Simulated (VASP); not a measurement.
# RbCl (Fm-3m) in VASP: notebook

Runs on RbCl. Level: PBE. Tasks: single point, relaxation of cell and atoms.

Everything below comes from runs of VASP 6.6.1. Logs are shortened: lines on timing, memory, paths and dates and some standing lists are left out, and cuts for length are marked.

## 1. The cell of the first run

Symmetry: Fm-3m, No. 225, cubic system. Conventional cell: a = 6.617 Å, b = 6.617 Å, c = 6.617 Å, α = 90.00°, β = 90.00°, γ = 90.00°. Rb (site symmetry m-3m) has 6 Cl at 3.31 Å within 4.4 Å. Cl (site symmetry m-3m) has 6 Rb at 3.31 Å within 4.4 Å.

## 2. Single point, PBE

Contents of INCAR:

```
SYSTEM = RbCl
ALGO = Normal
EDIFF = 1E-6
ENCUT = 500
GGA = PE
GGA_COMPAT = .False.
ISIF = 2
ISMEAR = 0
LASPH = .True.
LCHARG = .False.
LREAL = .False.
LWAVE = .False.
NBANDS = 15
NELM = 120
PREC = Accurate
SIGMA = 0.1
```

Contents of KPOINTS:

```
k-points
0
Gamma
  4 4 4
  0 0 0
```

Contents of POSCAR:

```
RbCl
1.0
    0.0000000000      3.3087072400      3.3087072400
    3.3087072400      0.0000000000      3.3087072400
    3.3087072400      3.3087072400      0.0000000000
Rb Cl
1 1
Direct
    0.0000000000      0.0000000000      0.0000000000
    0.5000000000      0.5000000000      0.5000000000
```

Potentials or basis: VASP PAW PBE potentials, release 64 (Rb_sv, Cl).

Command:

```bash
$ cat potpaw_PBE.64/Rb_sv/POTCAR potpaw_PBE.64/Cl/POTCAR > POTCAR
$ mpirun -np 1 vasp_std > vasp.out
```

OUTCAR:

```text
SYSTEM = RbCl
   EDIFF = 1E-6
   ENCUT = 500
   GGA = PE
   ISIF = 2
   ISMEAR = 0
   LASPH = .True.
   LREAL = .False.
   NELM = 120
   PREC = Accurate

 ion  position               nearest neighbor table
   1  0.000  0.000  0.000-   2 3.31   2 3.31   2 3.31   2 3.31   2 3.31   2 3.31
   2  0.500  0.500  0.500-   1 3.31   1 3.31   1 3.31   1 3.31   1 3.31   1 3.31

  LATTYP: Found a face centered cubic cell.
 ALAT       =     6.6174144800

  Lattice vectors:

 A1 = (   0.0000000000,   3.3087072400,   3.3087072400)
 A2 = (   3.3087072400,   0.0000000000,   3.3087072400)
 A3 = (   3.3087072400,   3.3087072400,   0.0000000000)

Analysis of symmetry for initial positions (statically):
=====================================================================
 Subroutine PRICEL returns:
 Original cell was already a primitive cell.

 Routine SETGRP: Setting up the symmetry group for a
 face centered cubic supercell.

 Subroutine GETGRP returns: Found 48 space group operations
 (whereof 48 operations were pure point group operations)
 out of a pool of 48 trial point group operations.

The static configuration has the point symmetry O_h .

Analysis of symmetry for dynamics (positions and initial velocities):
=====================================================================
 Subroutine PRICEL returns:
 Original cell was already a primitive cell.

 Routine SETGRP: Setting up the symmetry group for a
 face centered cubic supercell.

 Subroutine GETGRP returns: Found 48 space group operations
 (whereof 48 operations were pure point group operations)
 out of a pool of 48 trial point group operations.

The dynamic configuration has the point symmetry O_h .

 Subroutine INISYM returns: Found 48 space group operations
 (whereof 48 operations are pure point group operations),
 and found     1 'primitive' translations

----------------------------------------------------------------------------------------

                                     Primitive cell

  volume of cell :      72.4444

  direct lattice vectors                    reciprocal lattice vectors
     0.000000000  3.308707240  3.308707240    -0.151116422  0.151116422  0.151116422
     3.308707240  0.000000000  3.308707240     0.151116422 -0.151116422  0.151116422
     3.308707240  3.308707240  0.000000000     0.151116422  0.151116422 -0.151116422

  length of vectors
[... 74 lines left out ...]
   TEBEG  =    0.0;   TEEND  =   0.0 temperature during run
   PSTRESS=    0.0 pullay stress
   NELECT =      16.0000    total number of electrons
   NUPDOWN=      -1.0000    fix difference up-down
   EMIN   =  10.00;   EMAX   =-10.00  energy-range for DOS
   EFERMI =   0.00;   METHOD = LEGACY
   ISMEAR =     0;   SIGMA  =   0.10  broadening in eV -4-tet -1-fermi 0-gaus
   EFERMI_NEDOS =   21; number of points for ismear=-14 and -15
   IALGO  =     38    algorithm
   IMIX   =      4    mixing-type and parameters
     AMIX     =   0.40;   BMIX     =  1.00
     AMIX_MAG =   1.60;   BMIX_MAG =  1.00
  volume/ion in A,a.u.               =      36.22       244.44
  Fermi-wavevector in a.u.,A,eV,Ry     =   0.989570  1.870016 13.323486  0.979249
  Thomas-Fermi vector in A             =   2.121178
   LORBIT       =      0    0 simple, 1 ext, 2 COOP (PROOUT), +10 PAW based schemes
   GGA     = PE    functional components
   LHFCALC =     F    Hartree Fock is set to
   AEXX    =    0.0000 exact exchange contribution
   IVDW    =     0    specifies the selected vdW correction
   LEPSILON=     F    determine dielectric tensor
   LRPA    =     F    only Hartree local field effects (RPA)
 non-spin polarized calculation
 Gauss-broadening in eV      SIGMA  =   0.10
  energy-cutoff  :      500.00
  volume of cell :       72.44
 maximum number of plane-waves:      1856
 NGX is ok and might be reduce to    36
   NGX = 17   NGY = 17   NGZ = 17

 number of electron      16.0000002 magnetization

 Free energy of the ion-electron system (eV)
  ---------------------------------------------------
  ext. energy  EPLUGINS =         0.00000000
  ---------------------------------------------------
  free energy    TOTEN  =        -6.67051230 eV

  energy without entropy =       -6.67051230  energy(sigma->0) =       -6.67051230

 E-fermi :  -1.4817     XC(G=0):  -7.2859

 val. band max:       -1.9384764535   @ k =   0.0000   0.0000   0.0000
 cond. band min:       3.0068935613   @ k =   0.0000   0.0000   0.0000
 fundamental gap:      4.9453700148
 Fermi energy:        -1.4817012496

 k-point     1 :       0.0000    0.0000    0.0000
  band No.  band energies     occupation
      1     -25.9005      2.00000
      2     -13.9221      2.00000
      3      -9.9494      2.00000
      4      -9.9494      2.00000
      5      -9.9494      2.00000
      6      -1.9385      2.00000
      7      -1.9385      2.00000
      8      -1.9385      2.00000
      9       3.0069      0.00000
     10       6.0438      0.00000
     11       6.0438      0.00000
     12       6.0438      0.00000
     13       7.0165      0.00000
     14       7.0165      0.00000
[... 113 lines left out ...]
      2     -13.9060      2.00000
      3     -10.1178      2.00000
      4     -10.1178      2.00000
      5      -9.9394      2.00000
      6      -2.3651      2.00000
      7      -2.1774      2.00000
      8      -2.1774      2.00000
      9       5.7103      0.00000
     10       5.7103      0.00000
     11       7.3331      0.00000
     12       7.3470      0.00000
     13       9.4960      0.00000
     14       9.7493      0.00000
     15      10.2618      0.00000

------------------------ aborting loop because EDIFF is reached ----------------------------------------

  FORCE on cell =-STRESS in cart. coord.  units (eV):
  Direction    XX          YY          ZZ          XY          YZ          ZX
  --------------------------------------------------------------------------------------
  -------------------------------------------------------------------------------------
  Total        0.2571228      0.2571228      0.2571228     -0.0000000     -0.0000000      0.0000000
  in kB        5.6865154      5.6865154      5.6865154     -0.0000000     -0.0000000      0.0000000
  external PRESSURE =       5.6865154 kB  Pullay stress =       0.0000000 kB

 VOLUME and BASIS-vectors are now :
 -----------------------------------------------------------------------------
  energy-cutoff  :      500.00
  volume of cell :       72.44
      direct lattice vectors                 reciprocal lattice vectors
     0.000000000  3.308707240  3.308707240    -0.151116422  0.151116422  0.151116422
     3.308707240  0.000000000  3.308707240     0.151116422 -0.151116422  0.151116422
     3.308707240  3.308707240  0.000000000     0.151116422  0.151116422 -0.151116422

 POSITION                                       TOTAL-FORCE (eV/Angst)
 -----------------------------------------------------------------------------------
      0.00000      0.00000      0.00000        -0.000000      0.000000      0.000000
      3.30871      3.30871      3.30871         0.000000     -0.000000     -0.000000
 -----------------------------------------------------------------------------------
    total drift:                                0.000000      0.000000      0.000000

  FREE ENERGIE OF THE ION-ELECTRON SYSTEM (eV)
  ---------------------------------------------------
  free  energy   TOTEN  =        -6.6705122997 eV

  energy  without entropy=       -6.6705122997  energy(sigma->0) =       -6.67051230
```

OSZICAR:

```text
N       E                     dE             d eps       ncg     rms          rms(c)
DAV:   1     0.834536257458E+02    0.83454E+02   -0.68526E+03   240   0.901E+02
DAV:   2    -0.983908598185E+00   -0.84438E+02   -0.76278E+02   326   0.165E+02
DAV:   3    -0.689790984140E+01   -0.59140E+01   -0.58895E+01   317   0.455E+01
DAV:   4    -0.703690199680E+01   -0.13899E+00   -0.13897E+00   365   0.721E+00
DAV:   5    -0.703816759074E+01   -0.12656E-02   -0.12655E-02   339   0.648E-01    0.311E+00
DAV:   6    -0.667722936865E+01    0.36094E+00   -0.50922E-01   303   0.344E+00    0.236E+00
DAV:   7    -0.665468932017E+01    0.22540E-01   -0.13116E-01   310   0.185E+00    0.143E+00
DAV:   8    -0.666883173429E+01   -0.14142E-01   -0.16967E-02   316   0.813E-01    0.181E-01
DAV:   9    -0.666983289292E+01   -0.10012E-02   -0.16957E-03   324   0.210E-01    0.104E-01
DAV:  10    -0.667049056759E+01   -0.65767E-03   -0.58942E-04   254   0.151E-01    0.171E-02
DAV:  11    -0.667050479020E+01   -0.14223E-04   -0.28735E-05   310   0.323E-02    0.962E-03
DAV:  12    -0.667051221874E+01   -0.74285E-05   -0.14146E-05   261   0.230E-02    0.293E-03
DAV:  13    -0.667051229969E+01   -0.80949E-07   -0.18764E-07   274   0.310E-03
   1 F= -.66705123E+01 E0= -.66705123E+01  d E =-.230778E-11
```

stdout:

```text
POSCAR found type information on POSCAR RbCl
 POSCAR found :  2 types and       2 ions
 scaLAPACK will be used
 LDA part: xc-table for (Slater+PW92), standard interpolation
 POSCAR, INCAR and KPOINTS ok, starting setup
 FFT: planning ... GRIDC
 FFT: planning ... GRID_SOFT
 FFT: planning ... GRID
 WAVECAR not read
 entering main loop
```

Run time: 6.4 s. Hardware: 1 thread of Intel Xeon 6975P-C (Granite Rapids), shared host; peak memory 0.2 GiB.

What came out:

```
Free energy            : -6.6705 eV
Pressure               : 0.6 GPa
Band gap on the k mesh : 4.95 eV
```

## 3. Single point, PBE

This run uses another cell than the first one, of 37.53 Å³/atom.

Contents of INCAR:

```
  PREC = Accurate
  ENCUT = 500
  EDIFF = 1E-6
  ISMEAR = 0
  SIGMA = 0.02
  LREAL = False
  LASPH = True
  NELM = 120
  ALGO = Normal
  ISIF = 2
  LWAVE = False
  LCHARG = True
  GGA = PE
  LELF = True
  LVHAR = True
  NBANDS = 15
  GGA_COMPAT = False
```

Contents of KPOINTS:

```
regular mesh
0
Gamma
  6 6 6
```

Contents of POSCAR:

```
RbCl
1.0
    0.0000000000      3.3480009087      3.3480009087
    3.3480009087      0.0000000000      3.3480009087
    3.3480009087      3.3480009087      0.0000000000
Rb Cl
1 1
Direct
    0.0000000000      0.0000000000      0.0000000000
    0.5000000000      0.5000000000      0.5000000000
```

Potentials or basis: VASP PAW PBE potentials, release 64 (Rb_sv, Cl).

Command:

```bash
$ cat potpaw_PBE.64/Rb_sv/POTCAR potpaw_PBE.64/Cl/POTCAR > POTCAR
$ mpirun -np 1 vasp_std > vasp.out
```

Wall time 10 s (1 thread of Intel Xeon 6975P-C (Granite Rapids), shared host); peak memory 0.2 GiB.

The run converged. Its results:

| Property | Result |
| --- | --- |
| Free energy | -6.6758 eV |
| Pressure | 0.0 GPa |
| Band gap on the k mesh | 4.84 eV |

Levels at points of the mesh, in eV from the valence-band top:
```csv
k point,band 5,band 6,band 7,band 8,band 9,band 10,band 11,band 12
"(0.00, 0.00, 0.00)",-8.10,0.00,0.00,0.00,4.84,7.95,7.95,7.95
"(0.50, 0.00, 0.00)",-8.08,-0.79,-0.30,-0.30,7.57,7.78,9.96,9.96
"(0.50, 0.50, 0.00)",-8.18,-0.32,-0.10,-0.10,6.24,7.83,9.42,9.95
```

## 4. Relaxation of cell and atoms, PBE

Contents of INCAR:

```
ALGO     = Normal         # electronic algorithm
EDIFF    = 1E-7           # SCF threshold, eV
EDIFFG   = -0.01          # ionic threshold
ENCUT    = 500            # plane-wave cutoff, eV
GGA      = PE             # functional
GGA_COMPAT= False        
IBRION   = 2              # ionic algorithm
ISIF     = 3              # what is computed and relaxed
ISMEAR   = 0              # smearing method
LASPH    = True           # aspherical terms in the spheres
LCHARG   = False          # write CHGCAR
LREAL    = False          # projectors in reciprocal space
LWAVE    = False          # write WAVECAR
NELM     = 120            # most SCF steps
NELMIN   = 4            
NSW      = 100            # ionic steps
PREC     = Accurate       # precision mode
SIGMA    = 0.02           # smearing width, eV
```

Contents of KPOINTS:

```
k-points
0
Gamma
  6 6 6
```

Contents of POSCAR:

```
RbCl
1.0
    0.0000000000      3.3087072400      3.3087072400
    3.3087072400      0.0000000000      3.3087072400
    3.3087072400      3.3087072400      0.0000000000
Rb Cl
1 1
Direct
    0.0000000000      0.0000000000      0.0000000000
    0.5000000000      0.5000000000      0.5000000000
```

Command:

```bash
$ cat potpaw_PBE.64/Rb_sv/POTCAR potpaw_PBE.64/Cl/POTCAR > POTCAR
$ mpirun -np 1 vasp_std > vasp.out
```

Run time: 20 s. Hardware: 1 thread of Intel Xeon 6975P-C (Granite Rapids), shared host; peak memory 0.21 GiB.

Results (log left out):

```
Free energy                           : -6.6752 eV
Relaxed volume                        : 37.59 Å³/atom
Relaxed cell                          : a = 4.738 Å, b = 4.738 Å, c = 4.738 Å, α = 60.00°, β = 60.00°, γ = 60.00°
Space group after relaxing (to 0.1 Å) : Fm-3m (No. 225)
Energy gained by relaxing             : 2.3 meV/atom
Ionic steps                           : 3
Pressure after relaxing               : 0.0 GPa
Band gap on the k mesh                : 4.83 eV
```

The path:
```
step  energy change (eV)  largest force (eV/Å)  pressure (GPa)  volume (Å³)
   1              0.0000                0.0000            0.57        72.44
   2             -0.0035                0.0000            0.26        73.80
   3             -0.0045                0.0000           -0.02        75.19
```

Final structure:
```xyz
2
Lattice="0.0000 3.3499 3.3499 3.3499 0.0000 3.3499 3.3499 3.3499 0.0000" Properties=species:S:1:pos:R:3 pbc="T T T"
Rb    0.0000    0.0000    0.0000
Cl    3.3499    3.3499    3.3499
```

Levels at points of the mesh, in eV from the valence-band top:
```tsv
k point	band 6	band 7	band 8	band 9	band 10	band 11
(0.00, 0.00, 0.00)	0.00	0.00	0.00	4.83	7.95	7.95
(0.50, 0.00, 0.00)	-0.79	-0.30	-0.30	7.57	7.77	9.95
(0.50, 0.50, 0.00)	-0.32	-0.10	-0.10	6.24	7.82	9.41
```

## 5. The runs side by side

```csv
task,cell,k mesh,smearing,gap on the mesh (eV),pressure (GPa)
single point,"a = 4.679 Å, angles 60.0°, 2 atoms",4 × 4 × 4,gaussian 0.1 eV,4.95,0.6
single point,"a = 4.735 Å, angles 60.0°, 2 atoms",6 × 6 × 6,gaussian 0.02 eV,4.84,0.0
relaxation of cell and atoms,"relaxed from a = 4.679 Å, angles 60.0°, 2 atoms",6 × 6 × 6,gaussian 0.02 eV,4.83,0.0
```

Alike in all rows: level PBE; potentials or basis VASP PAW PBE potentials, release 64 (Rb_sv, Cl); no spin polarisation; cutoff (eV) 500.

Total energies depend on the potentials used, so only differences within one code and one set of settings carry meaning.
